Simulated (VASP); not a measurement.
**Zr: single point with LDA**

Crystal: Zr.

```
CELL_PARAMETERS angstrom
5.11716 0.00000 0.00000
-2.55858 4.43159 0.00000
0.00000 0.00000 3.19740
ATOMIC_POSITIONS crystal
Zr 0.00000 0.00000 0.00000
Zr 0.33333 0.66667 0.50000
Zr 0.66667 0.33333 0.50000
```

This isn't the form of Zr at room conditions, which is hcp.

```yaml
Program: VASP 6.6.1
Task: single point
Functional: LDA
Potentials_or_basis: VASP PAW LDA potentials, release 64 (Zr_sv)
Cutoff: 520 eV
k_mesh: 8 × 8 × 12
Occupations: fermi-dirac, width 0.1 eV
Spin: no spin polarisation
```

```json
{
  "Pressure": "-9.9 GPa",
  "Band gap on the k mesh": "zero (bands 18 and 19 overlap by 0.53 eV)"
}
```

Stress tensor (GPa, compression positive):
```
-9.84  0.00  0.00
 0.00 -9.84  0.00
 0.00  0.00 -9.96
```

Levels at points of the mesh, in eV from the Fermi level:
```tsv
k point	band 15	band 16	band 17	band 18	band 19	band 20	band 21	band 22
(0.00, 0.00, 0.00)	-0.47	-0.47	-0.41	-0.41	-0.19	0.79	1.55	1.55
(0.50, 0.00, 0.00)	-2.77	-0.53	-0.52	-0.43	0.06	0.66	1.09	1.50
(0.00, 0.00, 0.50)	-2.13	-1.72	-1.72	-1.35	1.18	1.18	1.53	1.53
(0.50, 0.00, 0.50)	-1.76	-1.33	-0.71	-0.42	0.34	0.91	1.05	1.31
```

Run time: 74 s on 1 thread of AMD EPYC 9R45 96-Core Processor (Zen 5) (shared host), peak memory 0.19 GiB.

Caveat: the cell stands under tension.
